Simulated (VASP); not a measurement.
# SnSe (zincblende type) (F-43m) in VASP: a series of runs

Runs on SnSe (zincblende type). Level: PBE. Tasks: electric field gradients.

Program: VASP 6.6.1. These are calculated values, not measurements. Logs are shortened: lines on timing, memory, paths and dates and some standing lists are left out, and cuts for length are marked.

### Step 1. The cell of the first run

It takes space group F-43m (No. 216, cubic). The conventional cell has a = 6.641 Å, b = 6.641 Å, c = 6.641 Å, α = 90.00°, β = 90.00°, γ = 90.00°. Sn (site symmetry -43m) has 4 Se at 2.88 Å within 3.8 Å. Within 3.8 Å of Se (site symmetry -43m) lie 4 Sn at 2.88 Å.

### Step 2. Electric field gradients, PBE (36.61 Å³/atom)

File INCAR:

```
  PREC = Accurate
  ENCUT = 520
  EDIFF = 1E-8
  ISMEAR = -1
  SIGMA = 0.05
  LREAL = F
  LASPH = T
  NELM = 100
  ALGO = Normal
  ISIF = 2
  LWAVE = F
  LCHARG = F
  GGA = PE
  LEFG = T
  NBANDS = 17
```

File KPOINTS:

```
Automatic mesh
0
Gamma
  12 12 12
```

File POSCAR:

```
SnSe
1.0
    0.0000000000      3.3203314452      3.3203314452
    3.3203314452      0.0000000000      3.3203314452
    3.3203314452      3.3203314452      0.0000000000
Sn Se
1 1
Direct
    0.0000000000      0.0000000000      0.0000000000
    0.2500000000      0.2500000000      0.2500000000
```

Potentials or basis: VASP PAW PBE potentials, release 64 (Sn_d, Se).

On the command line:

```bash
> cat potpaw_PBE.64/Sn_d/POTCAR potpaw_PBE.64/Se/POTCAR > POTCAR
> mpirun -np 1 vasp_std > vasp.out
```

OUTCAR:

```text
PREC = Accurate
   ENCUT = 520
   EDIFF = 1E-8
   ISMEAR = -1
   LREAL = F
   LASPH = T
   NELM = 100
   ISIF = 2
   GGA = PE

 ion  position               nearest neighbor table
   1  0.000  0.000  0.000-   2 2.88   2 2.88   2 2.88   2 2.88
   2  0.250  0.250  0.250-   1 2.88   1 2.88   1 2.88   1 2.88

  LATTYP: Found a face centered cubic cell.
 ALAT       =     6.6406628904

  Lattice vectors:

 A1 = (   0.0000000000,   3.3203314452,   3.3203314452)
 A2 = (   3.3203314452,   0.0000000000,   3.3203314452)
 A3 = (   3.3203314452,   3.3203314452,   0.0000000000)

Analysis of symmetry for initial positions (statically):
=====================================================================
 Subroutine PRICEL returns:
 Original cell was already a primitive cell.

 Routine SETGRP: Setting up the symmetry group for a
 face centered cubic supercell.

 Subroutine GETGRP returns: Found 24 space group operations
 (whereof 24 operations were pure point group operations)
 out of a pool of 48 trial point group operations.

The static configuration has the point symmetry T_d .

Analysis of symmetry for dynamics (positions and initial velocities):
=====================================================================
 Subroutine PRICEL returns:
 Original cell was already a primitive cell.

 Routine SETGRP: Setting up the symmetry group for a
 face centered cubic supercell.

 Subroutine GETGRP returns: Found 24 space group operations
 (whereof 24 operations were pure point group operations)
 out of a pool of 48 trial point group operations.

The dynamic configuration has the point symmetry T_d .

 Subroutine INISYM returns: Found 24 space group operations
 (whereof 24 operations are pure point group operations),
 and found     1 'primitive' translations

----------------------------------------------------------------------------------------

                                     Primitive cell

  volume of cell :      73.2107

  direct lattice vectors                    reciprocal lattice vectors
     0.000000000  3.320331445  3.320331445    -0.150587376  0.150587376  0.150587376
     3.320331445  0.000000000  3.320331445     0.150587376 -0.150587376  0.150587376
     3.320331445  3.320331445  0.000000000     0.150587376  0.150587376 -0.150587376

  length of vectors
     4.695657761  4.695657761  4.695657761     0.260824986  0.260824986  0.260824986

  position of ions in fractional coordinates (direct lattice)
     0.000000000  0.000000000  0.000000000
     0.250000000  0.250000000  0.250000000

  ion indices of the primitive-cell ions
   primitive index   ion index
                 1           1
                 2           2

----------------------------------------------------------------------------------------

 KPOINTS: Automatic mesh

Automatic generation of k-mesh.
 Grid dimensions read from file:
 generate k-points for:   12   12   12

 Generating k-lattice:

  Cartesian coordinates                     Fractional coordinates (reciprocal lattice)
    -0.012548948  0.012548948  0.012548948     0.083333333  0.000000000  0.000000000
     0.012548948 -0.012548948  0.012548948     0.000000000  0.083333333  0.000000000
     0.012548948  0.012548948 -0.012548948     0.000000000  0.000000000  0.083333333

  Length of vectors
     0.021735416  0.021735416  0.021735416

  Shift w.r.t. Gamma in fractional coordinates (k-lattice)
     0.000000000  0.000000000  0.000000000

 Subroutine IBZKPT returns following result:
 ===========================================

 Found     72 irreducible k-points:

 Following reciprocal coordinates:
            Coordinates               Weight
  0.000000  0.000000  0.000000      1.000000
  0.083333  0.000000  0.000000      8.000000
  0.166667  0.000000  0.000000      8.000000
  0.250000  0.000000  0.000000      8.000000
  0.333333  0.000000  0.000000      8.000000
  0.416667  0.000000  0.000000      8.000000
[... 16 lines left out ...]
  0.500000  0.166667  0.000000     24.000000
 -0.416667  0.166667  0.000000     24.000000
 [... further k-points ...]
   k-points           NKPTS =     72   k-points in BZ     NKDIM =     72   number of bands    NBANDS=     17
   number of dos      NEDOS =    301   number of ions     NIONS =      2
   total plane-waves  NPLWV =  46656
   dimension x,y,z NGX =    36 NGY =   36 NGZ =   36
   dimension x,y,z NGXF=    72 NGYF=   72 NGZF=   72
   ions per type =               1   1
   NGX,Y,Z   is equivalent  to a cutoff of  12.75, 12.75, 12.75 a.u.
   NGXF,Y,Z  is equivalent  to a cutoff of  25.49, 25.49, 25.49 a.u.
 SYSTEM =  unknown system
   PREC   = accura    normal or accurate (medium, high low for compatibility)
   ISTART =      0    job   : 0-new  1-cont  2-samecut
   ICHARG =      2    charge: 1-file 2-atom 10-const
   ISPIN  =      1    spin polarized calculation?
   LNONCOLLINEAR =      F non collinear calculations
   LSORBIT =      F    spin-orbit coupling
   LASPH  =      T    aspherical Exc in radial PAW
   ENCUT  =  520.0 eV  38.22 Ry    6.18 a.u.   8.73  8.73  8.73*2*pi/ulx,y,z
   NELM   =    100;   NELMIN=  2; NELMDL= -5     # of ELM steps
   EDIFF  = 0.1E-07   stopping-criterion for ELM
   LREAL  =      F    real-space projection
   EDIFFG = 0.1E-06   stopping-criterion for IOM
   NSW    =      0    number of steps for IOM
   IBRION =     -1    ionic relax: 0-MD 1-quasi-New 2-CG
   NFREE  =      0    steps in history (QN), initial steepest desc. (CG)
   ISIF   =      2    stress and relaxation
   ISYM   =      2    0-nonsym 1-usesym 2-fastsym
   POTIM  = 0.5000    time-step for ionic-motion
   TEBEG  =    0.0;   TEEND  =   0.0 temperature during run
   PSTRESS=    0.0 pullay stress
   NELECT =      20.0000    total number of electrons
   NUPDOWN=      -1.0000    fix difference up-down
   EMIN   =  10.00;   EMAX   =-10.00  energy-range for DOS
   EFERMI =   0.00;   METHOD = LEGACY
   ISMEAR =    -1;   SIGMA  =   0.05  broadening in eV -4-tet -1-fermi 0-gaus
   EFERMI_NEDOS =   21; number of points for ismear=-14 and -15
   IALGO  =     38    algorithm
   IMIX   =      4    mixing-type and parameters
     AMIX     =   0.40;   BMIX     =  1.00
     AMIX_MAG =   1.60;   BMIX_MAG =  1.00
  volume/ion in A,a.u.               =      36.61       247.02
  Fermi-wavevector in a.u.,A,eV,Ry     =   1.062250  2.007361 15.352474  1.128375
  Thomas-Fermi vector in A             =   2.197694
   LORBIT       =      0    0 simple, 1 ext, 2 COOP (PROOUT), +10 PAW based schemes
   GGA     = PE    functional components
   LHFCALC =     F    Hartree Fock is set to
   AEXX    =    0.0000 exact exchange contribution
   IVDW    =     0    specifies the selected vdW correction
   LEPSILON=     F    determine dielectric tensor
   LRPA    =     F    only Hartree local field effects (RPA)
 non-spin polarized calculation
  energy-cutoff  :      520.00
  volume of cell :       73.21
 maximum number of plane-waves:      1996
   NGX = 17   NGY = 17   NGZ = 17

 number of electron      20.0000000 magnetization

 Free energy of the ion-electron system (eV)
  ---------------------------------------------------
  ext. energy  EPLUGINS =         0.00000000
  ---------------------------------------------------
  free energy    TOTEN  =        -7.72581228 eV

  energy without entropy =       -7.72266323  energy(sigma->0) =       -7.72423775

 E-fermi :   3.3608     XC(G=0):  -8.0038

 val. band max:        3.3303823622   @ k =   0.4167   0.4167   0.0000
 cond. band min:       3.4347673891   @ k =   0.5000   0.4167   0.0000
 fundamental gap:      0.1043850269
 Fermi energy:         3.3607821875

 k-point     1 :       0.0000    0.0000    0.0000
  band No.  band energies     occupation
      1     -18.4406      2.00000
      2     -18.4406      2.00000
      3     -18.4406      2.00000
      4     -18.4245      2.00000
      5     -18.4245      2.00000
      6     -10.1589      2.00000
[... 9 lines left out ...]
     16      10.7843      0.00000
     17      11.9674      0.00000

 k-point     2 :       0.0833    0.0000    0.0000
  band No.  band energies     occupation
      1     -18.4409      2.00000
      2     -18.4403      2.00000
      3     -18.4403      2.00000
      4     -18.4244      2.00000
      5     -18.4244      2.00000
      6     -10.1294      2.00000
[... 9 lines left out ...]
     16      10.4791      0.00000
     17      11.7129      0.00000
[... 421 lines left out ...]
 k-point    24 :      -0.4167    0.1667    0.0000
  band No.  band energies     occupation
      1     -18.4457      2.00000
      2     -18.4367      2.00000
      3     -18.4362      2.00000
      4     -18.4241      2.00000
      5     -18.4236      2.00000
      6      -9.5953      2.00000
[... 9 lines left out ...]
     16      10.7761      0.00000
     17      11.9369      0.00000

 [... further k-points ...]

------------------------ aborting loop because EDIFF is reached ----------------------------------------

  FORCE on cell =-STRESS in cart. coord.  units (eV):
  Direction    XX          YY          ZZ          XY          YZ          ZX
  --------------------------------------------------------------------------------------
  -------------------------------------------------------------------------------------
  Total        0.9564087      0.9564087      0.9564087     -0.0000000     -0.0000000     -0.0000000
  in kB       20.9305093     20.9305093     20.9305093     -0.0000000     -0.0000000     -0.0000000
  external PRESSURE =      20.9305093 kB  Pullay stress =       0.0000000 kB

 VOLUME and BASIS-vectors are now :
 -----------------------------------------------------------------------------
  energy-cutoff  :      520.00
  volume of cell :       73.21
      direct lattice vectors                 reciprocal lattice vectors
     0.000000000  3.320331445  3.320331445    -0.150587376  0.150587376  0.150587376
     3.320331445  0.000000000  3.320331445     0.150587376 -0.150587376  0.150587376
     3.320331445  3.320331445  0.000000000     0.150587376  0.150587376 -0.150587376

 POSITION                                       TOTAL-FORCE (eV/Angst)
 -----------------------------------------------------------------------------------
      0.00000      0.00000      0.00000        -0.000000     -0.000000     -0.000000
      1.66017      1.66017      1.66017         0.000000      0.000000      0.000000
 -----------------------------------------------------------------------------------
    total drift:                               -0.000000     -0.000000     -0.000000

  FREE ENERGIE OF THE ION-ELECTRON SYSTEM (eV)
  ---------------------------------------------------
  free  energy   TOTEN  =        -7.7258122769 eV

  energy  without entropy=       -7.7226632288  energy(sigma->0) =       -7.72423775

 Electric field gradients (V/A^2)
---------------------------------------------------------------------
 ion       V_xx      V_yy      V_zz      V_xy      V_xz      V_yz
---------------------------------------------------------------------
   1      -0.000     0.000     0.000     0.002     0.002     0.002
   2       0.000    -0.000    -0.000    -0.000    -0.000    -0.000
---------------------------------------------------------------------

 Electric field gradients after diagonalization (V/A^2)
 (convention: |V_zz| > |V_xx| > |V_yy|)
----------------------------------------------------------------------
 ion       V_xx      V_yy      V_zz     asymmetry (V_yy - V_xx)/ V_zz
----------------------------------------------------------------------
   1      -0.002    -0.002     0.005       0.000
   2       0.000     0.000    -0.001       0.000
----------------------------------------------------------------------

           NMR quadrupolar parameters

 Cq : quadrupolar parameter    Cq=e*Q*V_zz/h
 eta: asymmetry parameters     (V_yy - V_xx)/ V_zz
 Q  : nuclear electric quadrupole moment in mb (millibarn)
----------------------------------------------------------------------
 ion       Cq(MHz)       eta       Q (mb)
----------------------------------------------------------------------
   1       0.000       0.000       1.000
   2      -0.000       0.000       1.000
----------------------------------------------------------------------
```

Wall time 50 s (1 thread of Intel Xeon 6975P-C (Granite Rapids), shared host); peak memory 0.25 GiB.

Results:

```yaml
Free_energy: -7.7258 eV
Pressure: 2.1 GPa
Band_gap_on_the_k_mesh: zero (bands 10 and 11 overlap by 0.16 eV)
Largest_electric_field_gradient_by_atom: zero within the noise of the run
```

Caveat: semilocal functionals underestimate gaps, so a narrow gap can read as zero; spin-orbit coupling is left out, which moves the levels of the heavy elements.

### Step 3. Electric field gradients, PBE (37.75 Å³/atom)

This run uses another cell than the first one, of 37.75 Å³/atom.

File INCAR:

```
SYSTEM = SnSe
PREC = Accurate
ENCUT = 520
EDIFF = 1E-8
ISMEAR = -1
SIGMA = 0.05
LREAL = .FALSE.
LASPH = .TRUE.
NELM = 60
ALGO = Normal
ISIF = 2
LWAVE = .FALSE.
LCHARG = .FALSE.
GGA = PE
LEFG = .TRUE.
NBANDS = 17
```

File KPOINTS:

```
regular mesh
0
G
  12 12 12
  0 0 0
```

File POSCAR:

```
SnSe
1.0
    0.0000000000      3.3546901734      3.3546901734
    3.3546901734      0.0000000000      3.3546901734
    3.3546901734      3.3546901734      0.0000000000
Sn Se
1 1
Direct
    0.0000000000      0.0000000000      0.0000000000
    0.2500000000      0.2500000000      0.2500000000
```

Potentials or basis: VASP PAW PBE potentials, release 64 (Sn_d, Se).

On the command line:

```bash
> cat potpaw_PBE.64/Sn_d/POTCAR potpaw_PBE.64/Se/POTCAR > POTCAR
> mpirun -np 1 vasp_std > vasp.out
```

OUTCAR:

```text
SYSTEM = SnSe
   PREC = Accurate
   ENCUT = 520
   EDIFF = 1E-8
   ISMEAR = -1
   LREAL = .FALSE.
   LASPH = .TRUE.
   NELM = 60
   ISIF = 2
   GGA = PE

 ion  position               nearest neighbor table
   1  0.000  0.000  0.000-   2 2.91   2 2.91   2 2.91   2 2.91
   2  0.250  0.250  0.250-   1 2.91   1 2.91   1 2.91   1 2.91

  LATTYP: Found a face centered cubic cell.
 ALAT       =     6.7093803468

  Lattice vectors:

 A1 = (   0.0000000000,   3.3546901734,   3.3546901734)
 A2 = (   3.3546901734,   0.0000000000,   3.3546901734)
[... 691 lines left out ...]
  ---------------------------------------------------
  free  energy   TOTEN  =        -7.7480829165 eV

  energy  without entropy=       -7.7459906349  energy(sigma->0) =       -7.74703678

 Electric field gradients (V/A^2)
---------------------------------------------------------------------
 ion       V_xx      V_yy      V_zz      V_xy      V_xz      V_yz
---------------------------------------------------------------------
   1       0.000    -0.000    -0.000     0.002     0.002     0.002
   2      -0.000    -0.000     0.000    -0.000    -0.000    -0.000
---------------------------------------------------------------------

 Electric field gradients after diagonalization (V/A^2)
 (convention: |V_zz| > |V_xx| > |V_yy|)
----------------------------------------------------------------------
 ion       V_xx      V_yy      V_zz     asymmetry (V_yy - V_xx)/ V_zz
----------------------------------------------------------------------
   1      -0.002    -0.002     0.005       0.000
   2       0.000     0.000    -0.001       0.000
----------------------------------------------------------------------

           NMR quadrupolar parameters

 Cq : quadrupolar parameter    Cq=e*Q*V_zz/h
 eta: asymmetry parameters     (V_yy - V_xx)/ V_zz
 Q  : nuclear electric quadrupole moment in mb (millibarn)
----------------------------------------------------------------------
 ion       Cq(MHz)       eta       Q (mb)
----------------------------------------------------------------------
   1       0.000       0.000       1.000
   2      -0.000       0.000       1.000
----------------------------------------------------------------------
```

stdout:

```text
POSCAR found type information on POSCAR SnSe
 POSCAR found :  2 types and       2 ions
 scaLAPACK will be used
 LDA part: xc-table for (Slater+PW92), standard interpolation
 POSCAR, INCAR and KPOINTS ok, starting setup
 FFT: planning ... GRIDC
 FFT: planning ... GRID_SOFT
 FFT: planning ... GRID
 WAVECAR not read
 entering main loop
ion   1

ion   2
```

Run time: 43 s. Hardware: 1 thread of Intel Xeon 6975P-C (Granite Rapids), shared host; peak memory 0.26 GiB.

What came out:

- Free energy: -7.7481 eV
- Pressure: 1.0 GPa
- Band gap on the k mesh: zero (bands 10 and 11 overlap by 0.05 eV)
- Largest electric field gradient by atom: zero within the noise of the run

Caveat: semilocal functionals underestimate gaps, so a narrow gap can read as zero; spin-orbit coupling is left out, which moves the levels of the heavy elements.

(Continued in part 2 of 2.)
